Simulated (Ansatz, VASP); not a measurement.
**SiC: VASP beside Ansatz**

The input POSCAR:

```
SiC
1.0
    3.0442899100      0.0000000000      0.0000000000
   -1.5221449550      2.6364323985      0.0000000000
    0.0000000000      0.0000000000      4.9971136029
Si C
2 2
Direct
    0.3333333333      0.6666666667     -0.0004083979
    0.6666666667      0.3333333333      0.4995916021
    0.3333333333      0.6666666667      0.3754083979
    0.6666666667      0.3333333333      0.8754083979
```

File INCAR.step1:

```
ALGO     = Normal         # electronic algorithm
EDIFF    = 1E-4           # SCF threshold, eV
ENCUT    = 520            # plane-wave cutoff, eV
GGA      = PE             # functional
ISMEAR   = 0              # smearing method
LASPH    = T              # aspherical terms in the spheres
LCHARG   = F              # write CHGCAR
LREAL    = F              # projectors in reciprocal space
LWAVE    = T              # write WAVECAR
NBANDS   = 16             # bands
NELM     = 80             # most SCF steps
PREC     = Accurate       # precision mode
SIGMA    = 0.01           # smearing width, eV
```

File INCAR.step2:

```
ALGO     = Normal         # electronic algorithm
EDIFF    = 1E-6           # SCF threshold, eV
ENCUT    = 520            # plane-wave cutoff, eV
ISIF     = 2              # what is computed and relaxed
ISMEAR   = 0              # smearing method
ISTART   = 1            
LASPH    = T              # aspherical terms in the spheres
LCHARG   = F              # write CHGCAR
LMIXTAU  = T            
LREAL    = F              # projectors in reciprocal space
LWAVE    = F              # write WAVECAR
METAGGA  = R2SCAN         # meta-GGA
NBANDS   = 16             # bands
NELM     = 80             # most SCF steps
PREC     = Accurate       # precision mode
SIGMA    = 0.01           # smearing width, eV
```

Contents of KPOINTS:

```
k-points
0
Gamma
  9 9 4
```

Input for Ansatz:

```yaml
crystal:
  lattice:
    - [3.04428991, 0.0, 0.0]
    - [-1.522144955, 2.6364323985, 0.0]
    - [0.0, 0.0, 4.9971136029]
  atoms:
    - { symbol: Si, position: [0.3333333333, 0.6666666667, -0.0004083979] }
    - { symbol: Si, position: [0.6666666667, 0.3333333333, 0.4995916021] }
    - { symbol: C, position: [0.3333333333, 0.6666666667, 0.3754083979] }
    - { symbol: C, position: [0.6666666667, 0.3333333333, 0.8754083979] }
kpoints:
  mp_grid: { grid: [9, 9, 4] }
hamiltonian:
  xc: r2scan
scf:
  occupations: { method: fixed }
  n_extra_bands: 5
output:
  forces: true
  stress: true
  eigenvalues: true
```

Alike in both runs: task single point; functional r2SCAN; k mesh 9 × 9 × 4; no spin polarisation.

```csv
,VASP,Ansatz
version,VASP 6.6.1,Ansatz 0.2.0
potentials or method,"VASP PAW PBE potentials, release 64 (Si, C)","plane waves, PAW"
plane-wave cutoff (eV),520,500
occupations,"gaussian, width 0.01 eV",fixed
valence electrons in the cell,16,16
```

Ansatz gave:

- gap on the k mesh at the Fermi level (eV): 2.61
- pressure (GPa): 7.4
- traceless stress, the component that is largest in VASP (GPa): -0.15

Question: Which values does VASP return?

Answer: gap on the k mesh at the Fermi level (eV): 2.61; pressure (GPa): 7.2; traceless stress, the component that is largest in VASP (GPa): -0.13.

VASP's potentials were made for PBE, not for r2SCAN.
